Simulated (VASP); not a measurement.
Set up this calculation in VASP 6.6.1, as the native input.

```yaml
Task: single point
Functional: PBE
Dispersion: D3(BJ)
Potentials_or_basis: VASP PAW PBE potentials, release 64 (Sn_d, O)
Cutoff: 520 eV
k_mesh: 7 × 7 × 1
Occupations: gaussian, width 0.05 eV
Spin: no spin polarisation
Dipole_correction: yes
Further_INCAR_settings: ALGO = Normal; EDIFF = 1e-07; NBANDS = 50
```

The structure of SnO lies in POSCAR:

```
SnO
1.0
    3.8205591572     -0.0000144285      0.0000000000
    0.0000145032      3.8205591572      0.0000000000
    0.0000000000      0.0000000000     22.2281056610
Sn O
4 4
Direct
    0.7499972356      0.2500027644      0.2024464014
    0.2499972356      0.7500027644      0.3088006209
    0.4999972356      1.1250027644      0.5000000000
    0.9999972356      0.6250027644      0.6063542196
    0.2499972356      0.2500027644      0.2556235111
    0.7499972356      0.7500027644      0.2556235111
    0.9999972356      1.1250027644      0.5531771098
    0.4999972356      0.6250027644      0.5531771098
```

This cell differs from its parent crystal: layers slid over each other.

One way to write it, as run:

INCAR

```
PREC = Accurate
ENCUT = 520
EDIFF = 1E-7
ISMEAR = 0
SIGMA = 0.05
LREAL = F
LASPH = T
NELM = 80
ALGO = Normal
ISIF = 2
LWAVE = F
LCHARG = T
LDIPOL = T
IDIPOL = 3
DIPOL = 0.5 0.5 0.404
GGA = PE
IVDW = 12
LELF = T
LVHAR = T
LVACPOTAV = T
NBANDS = 50
```

KPOINTS

```
regular mesh
0
Gamma
  7 7 1
```

Potentials or basis: VASP PAW PBE potentials, release 64 (Sn_d, O).

Command:

```console
$ cat potpaw_PBE.64/Sn_d/POTCAR potpaw_PBE.64/O/POTCAR > POTCAR
$ mpirun -np 1 vasp_std > vasp.out
```

It gave:

| Property | Result |
| --- | --- |
| Largest force | 0.145 eV/Å |
| Band gap on the k mesh | 2.56 eV (least direct gap 2.59 eV) |
| Dispersion energy per atom | -0.154 eV |

Caveat: the cell differs from its parent crystal (layers slid over each other); spin-orbit coupling is left out, which moves the levels of the heavy elements.

It took 11 min on 1 thread of Intel(R) Xeon(R) Platinum 8488C (Sapphire Rapids) (shared host), peak memory 0.51 GiB.
